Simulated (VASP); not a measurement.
# InAs (ordered beta-tin type) (I-4m2) in VASP: notebook, part 2 of 2

VASP 6.6.1.

### 3 Relaxation of cell and atoms, PBEsol, target pressure 4 GPa, at which the enthalpy is minimised

This run uses another cell than the first one, of 20.17 Å³/atom, 0.959 times its volume.

Input file INCAR:

```
PREC = Accurate ; ENCUT = 600
EDIFF = 1E-6 ; ISMEAR = 0
SIGMA = 0.1 ; LREAL = False
LASPH = True ; NELM = 100
ALGO = Normal ; ISIF = 3
LWAVE = False ; LCHARG = False
GGA = PS ; IBRION = 2
NSW = 80 ; EDIFFG = -0.003
PSTRESS = 40.0
```

Input file KPOINTS:

```
regular mesh
0
Gamma
  16 16 16
```

Input file POSCAR:

```
InAs
1.0
   -2.6410288481      2.6410288481      1.4455638243
    2.6410288481     -2.6410288481      1.4455638243
    2.6410288481      2.6410288481     -1.4455638243
In As
1 1
Direct
    0.0000000000      0.0000000000      0.0000000000
    0.7500000000      0.2500000000      0.5000000000
```

Potentials or basis: VASP PAW PBE potentials, release 64 (In_d, As).

Started as:

```
$ cat potpaw_PBE.64/In_d/POTCAR potpaw_PBE.64/As/POTCAR > POTCAR
$ mpirun -np 1 vasp_std > vasp.out
```

OUTCAR:

```text
PREC = Accurate
   ENCUT = 600
   EDIFF = 1E-6
   ISMEAR = 0
   LREAL = False
   LASPH = True
   NELM = 100
   ISIF = 3
   GGA = PS
   IBRION = 2
   NSW = 80
   EDIFFG = -0.003
   PSTRESS = 40.0

 ion  position               nearest neighbor table
   1  0.000  0.000  0.000-   2 2.74   2 2.74   2 2.74   2 2.74   2 3.42   2 3.42   2 3.42   2 3.42

   2  0.750  0.250  0.500-   1 2.74   1 2.74   1 2.74   1 2.74   1 3.42   1 3.42   1 3.42   1 3.42

  LATTYP: Found a body centered tetragonal cell.
 ALAT       =     5.2820576962
 C/A-ratio  =     0.5473487445

  Lattice vectors:

 A1 = (  -2.6410288481,   2.6410288481,   1.4455638243)
 A2 = (   2.6410288481,  -2.6410288481,   1.4455638243)
 A3 = (   2.6410288481,   2.6410288481,  -1.4455638243)

Analysis of symmetry for initial positions (statically):
[... 490 lines left out ...]
 val. band max:        7.6038672771   @ k =  -0.3750   0.4375   0.1250
 cond. band min:       7.6211858610   @ k =  -0.1875  -0.2500   0.1250
 fundamental gap:      0.0173185839
 Fermi energy:         7.6116731544

 k-point     1 :       0.0000    0.0000    0.0000
  band No.  band energies     occupation
      1      -7.5430      2.00000
      2      -7.0857      2.00000
      3      -7.0456      2.00000
      4      -6.8686      2.00000
      5      -6.8686      2.00000
      6      -5.7588      2.00000
      7       4.2399      2.00000
      8       5.0048      2.00000
      9       5.0048      2.00000
     10      11.2174      0.00000
     11      11.9700      0.00000
     12      15.3483      0.00000
     13      15.3483      0.00000
[... 354 lines left out ...]
  band No.  band energies     occupation
      1      -7.5415      2.00000
      2      -7.0834      2.00000
      3      -7.0487      2.00000
      4      -6.8695      2.00000
      5      -6.8674      2.00000
      6      -5.7268      2.00000
      7       3.6312      2.00000
      8       5.0510      2.00000
      9       5.5599      2.00000
     10      11.3575      0.00000
     11      11.9416      0.00000
     12      14.9568      0.00000
     13      15.1465      0.00000

 [... further k-points ...]
[... 5 lines left out ...]
  --------------------------------------------------------------------------------------
  -------------------------------------------------------------------------------------
  Total        1.0558498      1.0558498      1.0519186      0.0000000      0.0000000      0.0000000
  in kB       40.1768049     40.1768049     40.0272136      0.0000000      0.0000000      0.0000000
  external PRESSURE =       0.1269411 kB  Pullay stress =      40.0000000 kB
[... 21 lines left out ...]
  energy  without entropy=       -8.0435778872  energy(sigma->0) =       -8.04531921

  enthalpy is  TOTEN    =        -6.9958571536 eV   P V=        1.0512033877

 reached required accuracy - stopping structural energy minimisation
```

CONTCAR:

```text
InAs
   1.00000000000000
    -2.6777739954970539    2.6777739954970539    1.4680116839532718
     2.6777739954970539   -2.6777739954970539    1.4680116839532718
     2.6777739954970539    2.6777739954970539   -1.4680116839532718
  In              As
     1     1
Direct
     0.0000000000000000    0.0000000000000000    0.0000000000000000
     0.7500000000000000    0.2500000000000000    0.5000000000000000

  0.00000000E+00  0.00000000E+00  0.00000000E+00
  0.00000000E+00  0.00000000E+00  0.00000000E+00
```

Run time: 17 min. Hardware: 1 thread of AMD EPYC 7R43 (Zen 3), shared host; peak memory 0.38 GiB.

What came out:

| Item | Value |
| --- | --- |
| Free energy | -8.0471 eV |
| Relaxed volume | 21.05 Å³/atom |
| Relaxed cell | a = 4.062 Å, b = 4.062 Å, c = 4.062 Å, α = 97.51°, β = 97.51°, γ = 137.62° |
| Space group after relaxing (to 0.05 Å) | I-4m2 (No. 119) |
| Energy change on relaxing (the enthalpy is what falls) | -33.4 meV/atom |
| Ionic steps | 9 |
| Pressure after relaxing | 4.0 GPa |
| Band gap on the k mesh | zero (band 9 reaches 9.24 eV, above the bottom of band 10 at 4.55 eV) |

The path:
```
step  energy change (eV)  largest force (eV/Å)  pressure (GPa)  volume (Å³)
   1              0.0000                0.0000            8.21        40.33
   2             -0.0897                0.0000            1.32        43.50
   3             -0.0670                0.0000            4.00        42.12
   4             -0.0661                0.0000            4.06        42.08
   5             -0.0661                0.0000            4.07        42.08
   6             -0.0662                0.0000            4.05        42.08
   7             -0.0671                0.0000            3.99        42.12
   8             -0.0670                0.0000            3.97        42.12
   9             -0.0667                0.0000            4.01        42.11
```

Final structure:
```
CELL_PARAMETERS angstrom
-2.67777 2.67777 1.46801
2.67777 -2.67777 1.46801
2.67777 2.67777 -1.46801
ATOMIC_POSITIONS crystal
In 0.00000 0.00000 0.00000
As 0.75000 0.25000 0.50000
```

Caveat: the cell is relaxed towards a set pressure, so the enthalpy falls and the energy may rise; the PAW data sets were made with another functional, which shifts forces and pressure a little; spin-orbit coupling is left out, which moves the levels of the heavy elements.
